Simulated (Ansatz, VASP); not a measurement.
Si2W: VASP beside Ansatz

File INCAR:

```
SYSTEM = Si2W
PREC = Accurate ; ENCUT = 520
EDIFF = 1E-7 ; ISMEAR = 0
SIGMA = 0.15 ; LREAL = .FALSE.
LASPH = .TRUE. ; NELM = 100
ALGO = Normal ; ISIF = 2
LWAVE = .FALSE. ; LCHARG = .FALSE.
GGA = PS ; NBANDS = 43
```

File KPOINTS:

```
Automatic mesh
0
G
  12 12 6
  0 0 0
```

Contents of POSCAR:

```
Si2W
1.0
    4.5760866017      0.0000000000      0.0000000000
   -2.2880433009      3.9630072470      0.0000000000
    0.0000000000      0.0000000000      6.6033074698
Si W
6 3
Direct
    0.8451243653      0.6902487306      0.5000000000
    0.1727655904      0.8272344096      0.8333333333
    0.6544688193      0.8272344096      0.1666666667
    0.1727655904      0.3455311807      0.5000000000
    0.8451243653      0.1548756347      0.8333333333
    0.3097512694      0.1548756347      0.1666666667
   -0.0189250222      0.4905374889      0.1666666667
    0.5094625111      0.4905374889      0.8333333333
    0.5094625111      0.0189250222      0.5000000000
```

Input for Ansatz:

```yaml
crystal:
  lattice:
    - [4.5760866017, 0.0, 0.0]
    - [-2.2880433009, 3.963007247, 0.0]
    - [0.0, 0.0, 6.6033074698]
  atoms:
    - { symbol: Si, position: [0.8451243653, 0.6902487306, 0.5] }
    - { symbol: Si, position: [0.1727655904, 0.8272344096, 0.8333333333] }
    - { symbol: Si, position: [0.6544688193, 0.8272344096, 0.1666666667] }
    - { symbol: Si, position: [0.1727655904, 0.3455311807, 0.5] }
    - { symbol: Si, position: [0.8451243653, 0.1548756347, 0.8333333333] }
    - { symbol: Si, position: [0.3097512694, 0.1548756347, 0.1666666667] }
    - { symbol: W, position: [-0.0189250222, 0.4905374889, 0.1666666667] }
    - { symbol: W, position: [0.5094625111, 0.4905374889, 0.8333333333] }
    - { symbol: W, position: [0.5094625111, 0.0189250222, 0.5] }
basis:
  ecutwfc: 420
kpoints:
  mp_grid: { grid: [12, 12, 6] }
hamiltonian:
  xc: pbesol
scf:
  occupations: { method: gaussian, width: 0.15 }
output:
  forces: true
  stress: true
  eigenvalues: true
```

Change from the starting cell: mode 4 (154.8 1/cm) frozen in, largest displacement +0.075 Å.

Alike in both runs: task single point; functional PBEsol; k mesh 12 × 12 × 6; occupations gaussian, width 0.15 eV; no spin polarisation.

|  | VASP | Ansatz |
| --- | --- | --- |
| version | VASP 6.6.1 | Ansatz 0.2.0 |
| potentials or method | VASP PAW PBE potentials, release 64 (Si, W_sv), cutoff 520 eV | scalar-relativistic, plane waves, PAW |
| valence electrons in the cell | 66 | 66 |

VASP gave:

| Quantity | Value |
| --- | --- |
| gap on the k mesh at the Fermi level (eV) | none |
| pressure (GPa) | 0.5 |
| traceless stress, the component that is largest in VASP (GPa) | 0.42 |
| rms of the force components (eV/Å) | 0.406 |

What did Ansatz give for the same quantities?

gap on the k mesh at the Fermi level (eV): none; pressure (GPa): 0.2; traceless stress, the component that is largest in VASP (GPa): 0.38; rms of the force components (eV/Å): 0.405.

VASP's potentials were made for PBE, not for PBEsol. Atom by atom the forces differ by 0.001 eV/Å (rms over components). A gap of «none» marks a metal or a gap that the smearing closes. With one functional, cell and mesh, what is left measures potentials, basis and numerics.

Neither program's run includes spin-orbit coupling.
